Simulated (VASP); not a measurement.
Write the native input for VASP 6.6.1 that does the following.

| Quantity | Value |
| --- | --- |
| Task | single point |
| Functional | PBE |
| Dispersion | D3(BJ) |
| Potentials or basis | VASP PAW PBE potentials, release 64 (Ta_pv, As) |
| Cutoff | 520 eV |
| k mesh | 18 × 18 × 18 |
| Occupations | gaussian, width 0.1 eV |
| Spin | no spin polarisation |
| Dipole correction | no |
| Further INCAR settings | ALGO = Normal; EDIFF = 1e-07; NBANDS = 24 |

The structure of TaAs lies in POSCAR:

```
TaAs
1.0
   -1.7162879915      1.7162879915      5.7839900059
    1.7162879915     -1.7162879915      5.7839900059
    1.7162879915      1.7162879915     -5.7839900059
Ta As
2 2
Direct
    0.5003757540      1.0003757540      0.5000000000
    0.7503757540      0.7503757540      0.0000000000
    0.0822232460      0.5822232460      0.5000000000
    0.3322232460      0.3322232460      0.0000000000
```

The input as run:

INCAR

```
  PREC = Accurate
  ENCUT = 520
  EDIFF = 1E-7
  ISMEAR = 0
  SIGMA = 0.1
  LREAL = False
  LASPH = True
  NELM = 100
  ALGO = Normal
  ISIF = 2
  LWAVE = False
  LCHARG = False
  GGA = PE
  IVDW = 12
  NBANDS = 24
```

KPOINTS

```
regular mesh
0
Gamma
  18 18 18
```

Potentials or basis: VASP PAW PBE potentials, release 64 (Ta_pv, As).

The run is started by

```console
$ cat potpaw_PBE.64/Ta_pv/POTCAR potpaw_PBE.64/As/POTCAR > POTCAR
$ mpirun -np 1 vasp_std > vasp.out
```

Results of the run:

- Pressure: 0.5 GPa
- Largest force: 0.006 eV/Å
- Band gap on the k mesh: zero (bands 16 and 17 overlap by 0.03 eV)
- Dispersion energy per atom: -0.615 eV

Caveat: spin-orbit coupling is left out, which moves the levels of the heavy elements.

It took 10 min on 1 thread of Intel(R) Xeon(R) 6975P-C (Granite Rapids) (shared host), peak memory 0.89 GiB.
